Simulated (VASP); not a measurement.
# MoS2 (Amm2) in VASP: single point with PBEsol

Aim: the single point of MoS2 with PBEsol.

Program: VASP 6.6.1. These are calculated values, not measurements. Logs are shortened: lines on timing, memory, paths and dates and some standing lists are left out, and cuts for length are marked.

## 1. The cell of the first run

It takes space group Amm2 (No. 38, orthorhombic). The conventional cell has a = 12.579 Å, b = 3.141 Å, c = 5.441 Å, α = 90.00°, β = 90.00°, γ = 90.00°. Mo (site symmetry mm2) has 6 S at 2.25 to 2.47 Å within 3.0 Å. Within 3.2 Å of Mo (site symmetry mm2) lie 6 S at 2.33 to 2.54 Å and 6 Mo at 3.14 Å. S (site symmetry m) has 3 Mo at 2.33 to 2.54 Å and 7 S at 3.12 to 3.14 Å within 3.2 Å. Within 3.2 Å of S (site symmetry m) lie 3 Mo at 2.25 to 2.47 Å and 7 S at 3.12 to 3.14 Å.

## 2. Single point, PBEsol (all Mo atoms moved +0.188 Å, as atom 1 along Cartesian [0 1 0])

INCAR

```
SYSTEM = MoS2
ALGO = Normal
EDIFF = 1E-6
ENCUT = 520
GGA = PS
ISIF = 2
ISMEAR = 0
LASPH = .TRUE.
LCHARG = .TRUE.
LELF = .TRUE.
LREAL = .FALSE.
LVHAR = .TRUE.
LWAVE = .FALSE.
NBANDS = 35
NELM = 80
PREC = Accurate
SIGMA = 0.05
```

KPOINTS

```
k-points
0
G
  12 12 2
  0 0 0
```

POSCAR

```
MoS2
1.0
    3.1414322073      0.0000000000      0.0000000000
   -1.5707161036      2.7205600958      0.0000000000
    0.0000000000      0.0000000000     12.5788196111
Mo S
2 4
Direct
    0.3677931492      0.7355862984      0.2500000000
    0.7011264825      0.4022529651      0.7500000000
    0.3333333333      0.6666666667      0.6260538431
    0.6666666667      0.3333333333      0.1260538431
    0.3333333333      0.6666666667      0.8739461569
    0.6666666667      0.3333333333      0.3739461569
```

Potentials or basis: VASP PAW PBE potentials, release 64 (Mo_sv, S).

Launch:

```
> cat potpaw_PBE.64/Mo_sv/POTCAR potpaw_PBE.64/S/POTCAR > POTCAR
> mpirun -np 1 vasp_std > vasp.out
```

OUTCAR:

```text
SYSTEM = MoS2
   EDIFF = 1E-6
   ENCUT = 520
   GGA = PS
   ISIF = 2
   ISMEAR = 0
   LASPH = .TRUE.
   LREAL = .FALSE.
   NELM = 80
   PREC = Accurate

 ion  position               nearest neighbor table
   1  0.368  0.736  0.250-   4 2.25   6 2.25   4 2.47   6 2.47   4 2.47   6 2.47
   2  0.701  0.402  0.750-   3 2.33   5 2.33   3 2.33   5 2.33   3 2.54   5 2.54
   3  0.333  0.667  0.626-   2 2.33   2 2.33   2 2.54
   4  0.667  0.333  0.126-   1 2.25   1 2.47   1 2.47
   5  0.333  0.667  0.874-   2 2.33   2 2.33   2 2.54
   6  0.667  0.333  0.374-   1 2.25   1 2.47   1 2.47

  LATTYP: Found a hexagonal cell.
 ALAT       =     3.1414322073
 C/A-ratio  =     4.0041671381

  Lattice vectors:

 A1 = (   3.1414322073,   0.0000000000,   0.0000000000)
 A2 = (  -1.5707161036,   2.7205600958,   0.0000000000)
 A3 = (   0.0000000000,   0.0000000000,  12.5788196111)

Analysis of symmetry for initial positions (statically):
=====================================================================
 Subroutine PRICEL returns:
 Original cell was already a primitive cell.

 Routine SETGRP: Setting up the symmetry group for a
 hexagonal supercell.

 Subroutine GETGRP returns: Found  4 space group operations
 (whereof  2 operations were pure point group operations)
 out of a pool of 24 trial point group operations.

The static configuration has the point symmetry C_1h.
 The point group associated with its full space group is C_2v.

Analysis of symmetry for dynamics (positions and initial velocities):
=====================================================================
 Subroutine PRICEL returns:
 Original cell was already a primitive cell.

 Routine SETGRP: Setting up the symmetry group for a
 hexagonal supercell.

 Subroutine GETGRP returns: Found  4 space group operations
 (whereof  2 operations were pure point group operations)
 out of a pool of 24 trial point group operations.

The dynamic configuration has the point symmetry C_1h.
 The point group associated with its full space group is C_2v.

 Subroutine INISYM returns: Found  4 space group operations
 (whereof  2 operations are pure point group operations),
 and found     1 'primitive' translations

----------------------------------------------------------------------------------------

                                     Primitive cell

  volume of cell :     107.5043

  direct lattice vectors                    reciprocal lattice vectors
     3.141432207  0.000000000  0.000000000     0.318326144  0.183785685  0.000000000
    -1.570716104  2.720560096  0.000000000     0.000000000  0.367571369  0.000000000
     0.000000000  0.000000000 12.578819611     0.000000000  0.000000000  0.079498715

  length of vectors
     3.141432207  3.141432207 12.578819611     0.367571369  0.367571369  0.079498715

  position of ions in fractional coordinates (direct lattice)
     0.367793149  0.735586298  0.250000000
     0.701126483  0.402252965  0.750000000
     0.333333333  0.666666667  0.626053843
     0.666666667  0.333333333  0.126053843
     0.333333333  0.666666667  0.873946157
     0.666666667  0.333333333  0.373946157

  ion indices of the primitive-cell ions
   primitive index   ion index
                 1           1
                 2           2
                 3           3
                 4           4
                 5           5
                 6           6

----------------------------------------------------------------------------------------

 KPOINTS: k-points

Automatic generation of k-mesh.
 Grid dimensions read from file:
 generate k-points for:   12   12    2

 Generating k-lattice:

  Cartesian coordinates                     Fractional coordinates (reciprocal lattice)
     0.026527179  0.015315474  0.000000000     0.083333333  0.000000000  0.000000000
     0.000000000  0.030630947  0.000000000     0.000000000  0.083333333  0.000000000
     0.000000000  0.000000000  0.039749358     0.000000000  0.000000000  0.500000000

  Length of vectors
     0.030630947  0.030630947  0.039749358

  Shift w.r.t. Gamma in fractional coordinates (k-lattice)
     0.000000000  0.000000000  0.000000000

 Subroutine IBZKPT returns following result:
 ===========================================

 Found     86 irreducible k-points:

 Following reciprocal coordinates:
            Coordinates               Weight
  0.000000  0.000000  0.000000      1.000000
  0.083333  0.000000  0.000000      4.000000
  0.000000  0.083333  0.000000      2.000000
  0.166667  0.000000  0.000000      4.000000
  0.000000  0.166667  0.000000      2.000000
  0.250000 -0.000000  0.000000      4.000000
[... 16 lines left out ...]
 -0.083333  0.416667  0.000000      4.000000
 -0.416667  0.333333  0.000000      4.000000
 [... further k-points ...]
   k-points           NKPTS =     86   k-points in BZ     NKDIM =     86   number of bands    NBANDS=     35
   number of dos      NEDOS =    301   number of ions     NIONS =      6
   total plane-waves  NPLWV =  55296
   dimension x,y,z NGX =    24 NGY =   24 NGZ =   96
   dimension x,y,z NGXF=    48 NGYF=   48 NGZF=  192
   ions per type =               2   4
   NGX,Y,Z   is equivalent  to a cutoff of  12.70, 12.70, 12.69 a.u.
   NGXF,Y,Z  is equivalent  to a cutoff of  25.40, 25.40, 25.38 a.u.
 SYSTEM =  MoS2
   PREC   = accura    normal or accurate (medium, high low for compatibility)
   ISTART =      0    job   : 0-new  1-cont  2-samecut
   ICHARG =      2    charge: 1-file 2-atom 10-const
   ISPIN  =      1    spin polarized calculation?
   LNONCOLLINEAR =      F non collinear calculations
   LSORBIT =      F    spin-orbit coupling
   LASPH  =      T    aspherical Exc in radial PAW
   ENCUT  =  520.0 eV  38.22 Ry    6.18 a.u.   5.84  5.84 23.39*2*pi/ulx,y,z
   NELM   =     80;   NELMIN=  2; NELMDL= -5     # of ELM steps
   EDIFF  = 0.1E-05   stopping-criterion for ELM
   LREAL  =      F    real-space projection
   EDIFFG = 0.1E-04   stopping-criterion for IOM
   NSW    =      0    number of steps for IOM
   IBRION =     -1    ionic relax: 0-MD 1-quasi-New 2-CG
   NFREE  =      0    steps in history (QN), initial steepest desc. (CG)
   ISIF   =      2    stress and relaxation
   ISYM   =      2    0-nonsym 1-usesym 2-fastsym
   POTIM  = 0.5000    time-step for ionic-motion
   TEBEG  =    0.0;   TEEND  =   0.0 temperature during run
   PSTRESS=    0.0 pullay stress
   NELECT =      52.0000    total number of electrons
   NUPDOWN=      -1.0000    fix difference up-down
   EMIN   =  10.00;   EMAX   =-10.00  energy-range for DOS
   EFERMI =   0.00;   METHOD = LEGACY
   ISMEAR =     0;   SIGMA  =   0.05  broadening in eV -4-tet -1-fermi 0-gaus
   EFERMI_NEDOS =   21; number of points for ismear=-14 and -15
   IALGO  =     38    algorithm
   IMIX   =      4    mixing-type and parameters
     AMIX     =   0.40;   BMIX     =  1.00
     AMIX_MAG =   1.60;   BMIX_MAG =  1.00
  volume/ion in A,a.u.               =      17.92       120.91
  Fermi-wavevector in a.u.,A,eV,Ry     =   1.285091  2.428470 22.469472  1.651460
  Thomas-Fermi vector in A             =   2.417246
   LORBIT       =      0    0 simple, 1 ext, 2 COOP (PROOUT), +10 PAW based schemes
   GGA     = PS    functional components
   LHFCALC =     F    Hartree Fock is set to
   AEXX    =    0.0000 exact exchange contribution
   IVDW    =     0    specifies the selected vdW correction
   LEPSILON=     F    determine dielectric tensor
   LRPA    =     F    only Hartree local field effects (RPA)
 non-spin polarized calculation
 Gauss-broadening in eV      SIGMA  =   0.05
  energy-cutoff  :      520.00
  volume of cell :      107.50
 maximum number of plane-waves:      2922
   NGX = 11   NGY = 11   NGZ = 47

 number of electron      51.9999996 magnetization

 Free energy of the ion-electron system (eV)
  ---------------------------------------------------
  ext. energy  EPLUGINS =         0.00000000
  ---------------------------------------------------
  free energy    TOTEN  =       -46.18117140 eV

  energy without entropy =      -46.18117140  energy(sigma->0) =      -46.18117140

 E-fermi :   7.4650     XC(G=0): -10.9214

 val. band max:        7.2172385130   @ k =   0.0000   0.0000   0.0000
 cond. band min:       8.2266853820   @ k =   0.1667   0.1667   0.0000
 fundamental gap:      1.0094468690
 Fermi energy:         7.4650201149

 k-point     1 :       0.0000    0.0000    0.0000
  band No.  band energies     occupation
      1     -54.0125      2.00000
      2     -54.0001      2.00000
      3     -28.2547      2.00000
      4     -28.2526      2.00000
      5     -27.9986      2.00000
      6     -27.9743      2.00000
[... 27 lines left out ...]
     34      10.5205      0.00000
     35      13.1975      0.00000

 k-point     2 :       0.0833    0.0000    0.0000
  band No.  band energies     occupation
      1     -54.0095      2.00000
      2     -53.9971      2.00000
      3     -28.2490      2.00000
      4     -28.2465      2.00000
      5     -28.0251      2.00000
      6     -27.9897      2.00000
[... 27 lines left out ...]
     34      10.5676      0.00000
     35      13.6837      0.00000

 k-point     3 :       0.0000    0.0833    0.0000
  band No.  band energies     occupation
      1     -54.0096      2.00000
      2     -53.9970      2.00000
      3     -28.2485      2.00000
      4     -28.2471      2.00000
      5     -28.0051      2.00000
      6     -28.0051      2.00000
[... 27 lines left out ...]
     34      10.6257      0.00000
     35      13.6251      0.00000
[... 723 lines left out ...]
 k-point    23 :      -0.0833    0.4167    0.0000
  band No.  band energies     occupation
      1     -53.9736      2.00000
      2     -53.9597      2.00000
      3     -28.3520      2.00000
      4     -28.2785      2.00000
      5     -28.1804      2.00000
      6     -28.1730      2.00000
[... 27 lines left out ...]
     34      11.5706      0.00000
     35      13.6235      0.00000

 k-point    24 :      -0.4167    0.3333    0.0000
  band No.  band energies     occupation
      1     -53.9723      2.00000
      2     -53.9609      2.00000
      3     -28.3681      2.00000
      4     -28.2903      2.00000
      5     -28.1805      2.00000
      6     -28.1717      2.00000
[... 27 lines left out ...]
     34      11.9208      0.00000
     35      13.6391      0.00000

 [... further k-points ...]

------------------------ aborting loop because EDIFF is reached ----------------------------------------

  FORCE on cell =-STRESS in cart. coord.  units (eV):
  Direction    XX          YY          ZZ          XY          YZ          ZX
  --------------------------------------------------------------------------------------
  -------------------------------------------------------------------------------------
  Total        1.1262953      0.8973515      2.5529454      0.0000000      0.0000000      0.0000000
  in kB       16.7856035     13.3735677     38.0475075      0.0000000      0.0000000      0.0000000
  external PRESSURE =      22.7355595 kB  Pullay stress =       0.0000000 kB

 VOLUME and BASIS-vectors are now :
 -----------------------------------------------------------------------------
  energy-cutoff  :      520.00
  volume of cell :      107.50
      direct lattice vectors                 reciprocal lattice vectors
     3.141432207  0.000000000  0.000000000     0.318326144  0.183785685  0.000000000
    -1.570716104  2.720560096  0.000000000     0.000000000  0.367571369  0.000000000
     0.000000000  0.000000000 12.578819611     0.000000000  0.000000000  0.079498715

 POSITION                                       TOTAL-FORCE (eV/Angst)
 -----------------------------------------------------------------------------------
      0.00000      2.00121      3.14470        -0.000000     -3.980739     -0.000000
      1.57072      1.09435      9.43411        -0.000000     -3.638875     -0.000000
     -0.00000      1.81371      7.87502         0.000000      1.821105     -0.386631
      1.57072      0.90685      1.58561         0.000000      1.988703     -0.456427
     -0.00000      1.81371     10.99321         0.000000      1.821105      0.386631
      1.57072      0.90685      4.70380         0.000000      1.988703      0.456427
 -----------------------------------------------------------------------------------
    total drift:                               -0.000000     -0.000154     -0.000000

  FREE ENERGIE OF THE ION-ELECTRON SYSTEM (eV)
  ---------------------------------------------------
  free  energy   TOTEN  =       -46.1811713970 eV

  energy  without entropy=      -46.1811713970  energy(sigma->0) =      -46.18117140
```

It took 6.7 min on 1 thread of Intel Xeon 8259CL, shared host; peak memory 0.39 GiB.

Results:

```yaml
Free_energy: -46.1812 eV
Pressure: 2.3 GPa
Largest_force: 3.981 eV/Å
Band_gap_on_the_k_mesh: 1.01 eV (least direct gap 1.35 eV)
```

Forces on the atoms (eV/Å):
```
Mo   0.000 -3.981  0.000
Mo   0.000 -3.639  0.000
S    0.000  1.821 -0.387
S    0.000  1.989 -0.456
S    0.000  1.821  0.387
S    0.000  1.989  0.456
```

Stress tensor (GPa, compression positive):
```
1.68 0.00 0.00
0.00 1.34 0.00
0.00 0.00 3.80
```

Levels at points of the mesh, in eV from the valence-band top:
| k point | band 24 | band 25 | band 26 | band 27 | band 28 | band 29 |
| --- | --- | --- | --- | --- | --- | --- |
| (0.00, 0.00, 0.00) | -1.11 | -0.96 | 0.00 | 1.35 | 1.37 | 2.07 |
| (0.50, 0.00, 0.00) | -1.87 | -0.76 | -0.50 | 1.74 | 1.90 | 2.28 |
| (0.00, 0.50, 0.00) | -1.55 | -1.29 | -0.89 | 1.71 | 1.98 | 2.24 |
| (0.00, 0.00, 0.50) | -1.04 | -0.29 | -0.28 | 1.35 | 1.36 | 2.08 |
| (0.50, 0.00, 0.50) | -1.87 | -0.71 | -0.54 | 1.74 | 1.90 | 2.40 |
| (0.00, 0.50, 0.50) | -1.52 | -1.31 | -0.88 | 1.71 | 1.98 | 2.38 |

Caveat: the cell differs from its parent crystal (all Mo atoms moved +0.188 Å, as atom 1 along Cartesian [0 1 0]); the PAW data sets were made with another functional, which shifts forces and pressure a little; this functional lacks dispersion, which binds the layers, so the pressure and a relaxed spacing across them are unreliable. A k mesh can miss the band edges.
